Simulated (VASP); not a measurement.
# HPt6 in VASP: single point with PBE

Aim: the single point of HPt6 with PBE.

All numbers are computed with VASP 6.6.1; they aren't measurements. Logs are shortened: lines on timing, memory, paths and dates and some standing lists are left out, and cuts for length are marked.

**1. The cell of the first run**

The cell holds a slab with vacuum, 14 atoms: a = 5.614 Å, b = 5.614 Å, c = 22.619 Å, α = 90.00°, β = 90.00°, γ = 120.00°.

**2. Single point, PBE**

Input file INCAR:

```
PREC = Accurate
ENCUT = 520
EDIFF = 1E-6
ISMEAR = 0
SIGMA = 0.1
LREAL = F
LASPH = T
NELM = 60
ALGO = Normal
ISIF = 2
LWAVE = F
LCHARG = T
LDIPOL = T
IDIPOL = 3
DIPOL = 0.5 0.5 0.296
GGA = PE
LELF = T
LVHAR = T
LVACPOTAV = T
NBANDS = 74
```

Input file KPOINTS:

```
Automatic mesh
0
Gamma
  6 6 1
```

Input file POSCAR:

```
HPt6
1.0
    5.6143281343      0.0000000000      0.0000000000
   -2.8071640672      4.8621507895      0.0000000000
    0.0000000000      0.0000000000     22.6192653717
Pt H
12 2
Direct
    0.3333333333      0.1666666667      0.1768404028
    0.3333333333      0.6666666667      0.1768404028
    0.8333333333      0.1666666667      0.1768404028
    0.8333333333      0.6666666667      0.1768404028
    0.1666666667      0.3333333333      0.2789526245
    0.1666666667      0.8333333333      0.2789526245
    0.6666666667      0.3333333333      0.2789526245
    0.6666666667      0.8333333333      0.2789526245
    0.0000000000      0.0000000000      0.3810585901
    0.0000000000      0.5000000000      0.3810585901
    0.5000000000      0.0000000000      0.3810585901
    0.5000000000      0.5000000000      0.3810585901
    0.2165785766      0.4331571533      0.4009531354
    0.2834214234      0.5668428467      0.4009531354
```

Potentials or basis: VASP PAW PBE potentials, release 64 (Pt, H).

Launch:

```console
$ cat potpaw_PBE.64/Pt/POTCAR potpaw_PBE.64/H/POTCAR > POTCAR
$ mpirun -np 1 vasp_std > vasp.out
```

OUTCAR:

```text
PREC = Accurate
   ENCUT = 520
   EDIFF = 1E-6
   ISMEAR = 0
   LREAL = F
   LASPH = T
   NELM = 60
   ISIF = 2
   GGA = PE

 ion  position               nearest neighbor table
   1  0.333  0.167  0.177-   4 2.81   4 2.81   3 2.81   3 2.81   2 2.81   2 2.81   5 2.82   7 2.82
                             6 2.82
   2  0.333  0.667  0.177-   3 2.81   3 2.81   4 2.81   4 2.81   1 2.81   1 2.81   6 2.82   8 2.82
                             5 2.82
   3  0.833  0.167  0.177-   2 2.81   2 2.81   1 2.81   1 2.81   4 2.81   4 2.81   7 2.82   5 2.82
                             8 2.82
   4  0.833  0.667  0.177-   1 2.81   1 2.81   2 2.81   2 2.81   3 2.81   3 2.81   8 2.82   6 2.82
                             7 2.82
   5  0.167  0.333  0.279-   8 2.81   8 2.81   7 2.81   7 2.81   6 2.81   6 2.81  12 2.82   9 2.82
                            10 2.82   1 2.82   3 2.82   2 2.82
   6  0.167  0.833  0.279-   7 2.81   7 2.81   8 2.81   8 2.81   5 2.81   5 2.81  11 2.82  10 2.82
                             9 2.82   2 2.82   4 2.82   1 2.82
   7  0.667  0.333  0.279-   6 2.81   6 2.81   5 2.81   5 2.81   8 2.81   8 2.81  10 2.82  11 2.82
                            12 2.82   3 2.82   1 2.82   4 2.82
   8  0.667  0.833  0.279-   5 2.81   5 2.81   6 2.81   6 2.81   7 2.81   7 2.81   9 2.82  12 2.82
                            11 2.82   4 2.82   2 2.82   3 2.82
   9  0.000  0.000  0.381-  13 2.15  12 2.81  12 2.81  11 2.81  11 2.81  10 2.81  10 2.81   8 2.82
                             5 2.82   6 2.82
  10  0.000  0.500  0.381-  13 1.51  14 1.51  11 2.81  11 2.81  12 2.81  12 2.81   9 2.81   9 2.81
                             7 2.82   6 2.82   5 2.82
  11  0.500  0.000  0.381-  14 2.15  10 2.81  10 2.81   9 2.81   9 2.81  12 2.81  12 2.81   6 2.82
                             7 2.82   8 2.82
  12  0.500  0.500  0.381-  14 1.51  13 1.51   9 2.81   9 2.81  10 2.81  10 2.81  11 2.81  11 2.81
                             5 2.82   8 2.82   7 2.82
  13  0.217  0.433  0.401-  14 0.65  10 1.51  12 1.51   9 2.15
  14  0.283  0.567  0.401-  13 0.65  12 1.51  10 1.51  11 2.15

  LATTYP: Found a hexagonal cell.
 ALAT       =     5.6143281343
 C/A-ratio  =     4.0288463429

  Lattice vectors:

 A1 = (   5.6143281343,   0.0000000000,   0.0000000000)
 A2 = (  -2.8071640672,   4.8621507895,   0.0000000000)
 A3 = (   0.0000000000,   0.0000000000,  22.6192653717)

Analysis of symmetry for initial positions (statically):
=====================================================================
 Subroutine PRICEL returns:
 Original cell was already a primitive cell.

 Routine SETGRP: Setting up the symmetry group for a
 hexagonal supercell.

 Subroutine GETGRP returns: Found  2 space group operations
 (whereof  2 operations were pure point group operations)
 out of a pool of 24 trial point group operations.

The static configuration has the point symmetry C_1h.

Analysis of symmetry for dynamics (positions and initial velocities):
=====================================================================
 Subroutine PRICEL returns:
 Original cell was already a primitive cell.

 Routine SETGRP: Setting up the symmetry group for a
 hexagonal supercell.

 Subroutine GETGRP returns: Found  2 space group operations
 (whereof  2 operations were pure point group operations)
 out of a pool of 24 trial point group operations.

The dynamic configuration has the point symmetry C_1h.

 Subroutine INISYM returns: Found  2 space group operations
 (whereof  2 operations are pure point group operations),
 and found     1 'primitive' translations

----------------------------------------------------------------------------------------

                                     Primitive cell

  volume of cell :     617.4541

  direct lattice vectors                    reciprocal lattice vectors
     5.614328134  0.000000000  0.000000000     0.178115703  0.102835149  0.000000000
    -2.807164067  4.862150790  0.000000000     0.000000000  0.205670298  0.000000000
     0.000000000  0.000000000 22.619265372     0.000000000  0.000000000  0.044210101

  length of vectors
     5.614328134  5.614328134 22.619265372     0.205670298  0.205670298  0.044210101

  position of ions in fractional coordinates (direct lattice)
     0.333333333  0.166666667  0.176840403
     0.333333333  0.666666667  0.176840403
     0.833333333  0.166666667  0.176840403
     0.833333333  0.666666667  0.176840403
     0.166666667  0.333333333  0.278952625
     0.166666667  0.833333333  0.278952625
     0.666666667  0.333333333  0.278952625
     0.666666667  0.833333333  0.278952625
     0.000000000  0.000000000  0.381058590
     0.000000000  0.500000000  0.381058590
     0.500000000  0.000000000  0.381058590
     0.500000000  0.500000000  0.381058590
     0.216578577  0.433157153  0.400953135
     0.283421423  0.566842847  0.400953135

  ion indices of the primitive-cell ions
   primitive index   ion index
                 1           1
                 2           2
                 3           3
                 4           4
                 5           5
                 6           6
                 7           7
                 8           8
                 9           9
                10          10
                11          11
                12          12
                13          13
                14          14

----------------------------------------------------------------------------------------

 KPOINTS: Automatic mesh

Automatic generation of k-mesh.
 Grid dimensions read from file:
 generate k-points for:    6    6    1

 Generating k-lattice:

  Cartesian coordinates                     Fractional coordinates (reciprocal lattice)
     0.029685950  0.017139191  0.000000000     0.166666667  0.000000000  0.000000000
     0.000000000  0.034278383  0.000000000     0.000000000  0.166666667  0.000000000
     0.000000000  0.000000000  0.044210101     0.000000000  0.000000000  1.000000000

  Length of vectors
     0.034278383  0.034278383  0.044210101

  Shift w.r.t. Gamma in fractional coordinates (k-lattice)
     0.000000000  0.000000000  0.000000000

 Subroutine IBZKPT returns following result:
 ===========================================

 Found     13 irreducible k-points:

 Following reciprocal coordinates:
            Coordinates               Weight
  0.000000  0.000000  0.000000      1.000000
  0.166667  0.000000  0.000000      4.000000
  0.000000  0.166667  0.000000      2.000000
  0.333333  0.000000  0.000000      4.000000
  0.000000  0.333333  0.000000      2.000000
  0.500000  0.000000  0.000000      2.000000
  0.000000  0.500000  0.000000      1.000000
  0.166667  0.166667  0.000000      4.000000
 -0.333333  0.166667  0.000000      2.000000
  0.333333  0.166667  0.000000      4.000000
 -0.166667  0.500000  0.000000      4.000000
  0.500000  0.333333  0.000000      4.000000
  0.333333  0.333333  0.000000      2.000000
   k-points           NKPTS =     13   k-points in BZ     NKDIM =     13   number of bands    NBANDS=     74
   number of dos      NEDOS =    301   number of ions     NIONS =     14
   total plane-waves  NPLWV = 296352
   dimension x,y,z NGX =    42 NGY =   42 NGZ =  168
   dimension x,y,z NGXF=    84 NGYF=   84 NGZF=  336
   ions per type =              12   2
   NGX,Y,Z   is equivalent  to a cutoff of  12.44, 12.44, 12.35 a.u.
   NGXF,Y,Z  is equivalent  to a cutoff of  24.87, 24.87, 24.70 a.u.
 SYSTEM =  unknown system
   PREC   = accura    normal or accurate (medium, high low for compatibility)
   ISTART =      0    job   : 0-new  1-cont  2-samecut
   ICHARG =      2    charge: 1-file 2-atom 10-const
   ISPIN  =      1    spin polarized calculation?
   LNONCOLLINEAR =      F non collinear calculations
   LSORBIT =      F    spin-orbit coupling
   LASPH  =      T    aspherical Exc in radial PAW
   ENCUT  =  520.0 eV  38.22 Ry    6.18 a.u.  10.44 10.44 42.06*2*pi/ulx,y,z
   NELM   =     60;   NELMIN=  2; NELMDL= -5     # of ELM steps
   EDIFF  = 0.1E-05   stopping-criterion for ELM
   LREAL  =      F    real-space projection
   EDIFFG = 0.1E-04   stopping-criterion for IOM
   NSW    =      0    number of steps for IOM
   IBRION =     -1    ionic relax: 0-MD 1-quasi-New 2-CG
   NFREE  =      0    steps in history (QN), initial steepest desc. (CG)
   ISIF   =      2    stress and relaxation
   ISYM   =      2    0-nonsym 1-usesym 2-fastsym
   POTIM  = 0.5000    time-step for ionic-motion
   TEBEG  =    0.0;   TEEND  =   0.0 temperature during run
   PSTRESS=    0.0 pullay stress
   NELECT =     122.0000    total number of electrons
   NUPDOWN=      -1.0000    fix difference up-down
   EMIN   =  10.00;   EMAX   =-10.00  energy-range for DOS
   EFERMI =   0.00;   METHOD = LEGACY
   ISMEAR =     0;   SIGMA  =   0.10  broadening in eV -4-tet -1-fermi 0-gaus
   EFERMI_NEDOS =   21; number of points for ismear=-14 and -15
   IALGO  =     38    algorithm
   IMIX   =      4    mixing-type and parameters
     AMIX     =   0.40;   BMIX     =  1.00
     AMIX_MAG =   1.60;   BMIX_MAG =  1.00
  volume/ion in A,a.u.               =      44.10       297.63
  Fermi-wavevector in a.u.,A,eV,Ry     =   0.953513  1.801878 12.370236  0.909187
  Thomas-Fermi vector in A             =   2.082175
   LORBIT       =      0    0 simple, 1 ext, 2 COOP (PROOUT), +10 PAW based schemes
   GGA     = PE    functional components
   LHFCALC =     F    Hartree Fock is set to
   AEXX    =    0.0000 exact exchange contribution
   IVDW    =     0    specifies the selected vdW correction
   LEPSILON=     F    determine dielectric tensor
   LRPA    =     F    only Hartree local field effects (RPA)
 non-spin polarized calculation
 Gauss-broadening in eV      SIGMA  =   0.10
  energy-cutoff  :      520.00
  volume of cell :      617.45
 maximum number of plane-waves:     16729
 NGX is ok and might be reduce to    42
   NGX = 21   NGY = 21   NGZ = 85

 dipolmoment           0.000000      0.000000      0.083470 electrons x Angstroem

 number of electron     121.9999984 magnetization

 dipolmoment           0.000000      0.000000     -0.038695 electrons x Angstroem

 Free energy of the ion-electron system (eV)
  ---------------------------------------------------
  ext. energy  EPLUGINS =         0.00000000
  ---------------------------------------------------
  free energy    TOTEN  =       -70.71436380 eV

  energy without entropy =      -70.57415866  energy(sigma->0) =      -70.64426123

 E-fermi :  -0.7336     XC(G=0):  -4.8714

 val. band max:       -0.7370141964   @ k =   0.0000   0.0000   0.0000
 cond. band min:      -0.7261345888   @ k =   0.5000   0.0000   0.0000
 fundamental gap:      0.0108796076
 Fermi energy:        -0.7335760082

 k-point     1 :       0.0000    0.0000    0.0000
  band No.  band energies     occupation
      1     -15.8272      2.00000
      2      -9.4145      2.00000
      3      -7.7606      2.00000
      4      -7.6499      2.00000
      5      -7.2505      2.00000
      6      -6.9739      2.00000
[... 65 lines left out ...]
     72       2.1413      0.00000
     73       2.1563      0.00000

 k-point     2 :       0.1667    0.0000    0.0000
  band No.  band energies     occupation
      1     -15.7607      2.00000
      2      -9.1941      2.00000
      3      -7.6404      2.00000
      4      -7.4216      2.00000
      5      -7.0459      2.00000
      6      -6.9325      2.00000
[... 828 lines left out ...]
 k-point    13 :       0.3333    0.3333    0.0000
  band No.  band energies     occupation
      1     -15.5940      2.00000
      2      -7.3320      2.00000
      3      -7.3125      2.00000
      4      -7.2107      2.00000
      5      -6.5795      2.00000
      6      -6.0894      2.00000
[... 65 lines left out ...]
     72       4.3045      0.00000
     73       4.4631      0.00000
 [bands above 73 left out]

------------------------ aborting loop because EDIFF is reached ----------------------------------------

  FORCE on cell =-STRESS in cart. coord.  units (eV):
  Direction    XX          YY          ZZ          XY          YZ          ZX
  --------------------------------------------------------------------------------------
  -------------------------------------------------------------------------------------
  Total        8.1020062     -3.9002249      5.6084512      0.0000000      0.0108837     -0.0000000
  in kB       21.0231817    -10.1203497     14.5528757      0.0000000      0.0282412     -0.0000000
  external PRESSURE =       8.4852359 kB  Pullay stress =       0.0000000 kB

 VOLUME and BASIS-vectors are now :
 -----------------------------------------------------------------------------
  energy-cutoff  :      520.00
  volume of cell :      617.45
      direct lattice vectors                 reciprocal lattice vectors
     5.614328134  0.000000000  0.000000000     0.178115703  0.102835149  0.000000000
    -2.807164067  4.862150790  0.000000000     0.000000000  0.205670298  0.000000000
     0.000000000  0.000000000 22.619265372     0.000000000  0.000000000  0.044210101

 POSITION                                       TOTAL-FORCE (eV/Angst)
 -----------------------------------------------------------------------------------
      1.40358      0.81036      4.00000         0.011307      0.012486     -0.103040
     -0.00000      3.24143      4.00000        -0.000000      0.015461     -0.006527
      4.21075      0.81036      4.00000        -0.011307      0.012486     -0.103040
      2.80716      3.24143      4.00000         0.000000     -0.034260      0.062811
      0.00000      1.62072      6.30970         0.000000     -0.136946     -0.545649
     -1.40358      4.05179      6.30970        -0.022909      0.127271     -0.212361
      2.80716      1.62072      6.30970         0.000000     -0.120729     -0.093622
      1.40358      4.05179      6.30970         0.022909      0.127271     -0.212361
      0.00000      0.00000      8.61927         0.000000     -0.804241     -0.187713
     -1.40358      2.43108      8.61927        -8.400750     -0.065217     -2.113361
      2.80716      0.00000      8.61927        -0.000000      0.860487     -0.287217
      1.40358      2.43108      8.61927         8.400750     -0.065217     -2.113361
     -0.00000      2.10608      9.06927         0.000000    -12.066595      3.003039
      0.00000      2.75608      9.06927        -0.000000     12.137744      2.912401
 -----------------------------------------------------------------------------------
    total drift:                               -0.000000     -0.000004     -0.000141

  FREE ENERGIE OF THE ION-ELECTRON SYSTEM (eV)
  ---------------------------------------------------
  free  energy   TOTEN  =       -70.7143637977 eV

  energy  without entropy=      -70.5741586583  energy(sigma->0) =      -70.64426123

 vacuum level on the upper side and lower side of the slab         4.848         5.105
```

Run time: 1.8 h. Hardware: 1 thread of Intel Xeon 8259CL, shared host; peak memory 0.88 GiB.

What came out:

| Item | Value |
| --- | --- |
| Free energy | -70.7144 eV |
| Largest force | 12.482 eV/Å |
| Band gap on the k mesh | zero (bands 61 and 62 overlap by 0.60 eV) |

Forces in eV/Å, atoms in the order of the input:
```
Pt    0.011   0.012  -0.103
Pt    0.000   0.015  -0.007
Pt   -0.011   0.012  -0.103
Pt    0.000  -0.034   0.063
Pt    0.000  -0.137  -0.546
Pt   -0.023   0.127  -0.212
Pt    0.000  -0.121  -0.094
Pt    0.023   0.127  -0.212
Pt    0.000  -0.804  -0.188
Pt   -8.401  -0.065  -2.113
Pt    0.000   0.860  -0.287
Pt    8.401  -0.065  -2.113
H     0.000 -12.067   3.003
H     0.000  12.138   2.912
```

Levels at points of the mesh, in eV from the Fermi level:
| k point | band 58 | band 59 | band 60 | band 61 | band 62 | band 63 | band 64 | band 65 |
| --- | --- | --- | --- | --- | --- | --- | --- | --- |
| (0.00, 0.00, 0.00) | 0.22 | 0.27 | 0.31 | 0.35 | 0.59 | 0.60 | 0.61 | 0.82 |
| (0.50, 0.00, 0.00) | -0.62 | -0.21 | -0.16 | -0.02 | 0.01 | 0.23 | 0.26 | 1.40 |
| (0.00, 0.50, 0.00) | -0.57 | -0.45 | -0.11 | -0.10 | 0.05 | 0.20 | 0.26 | 0.90 |

Caveat: spin-orbit coupling is left out, which moves the levels of the heavy elements.
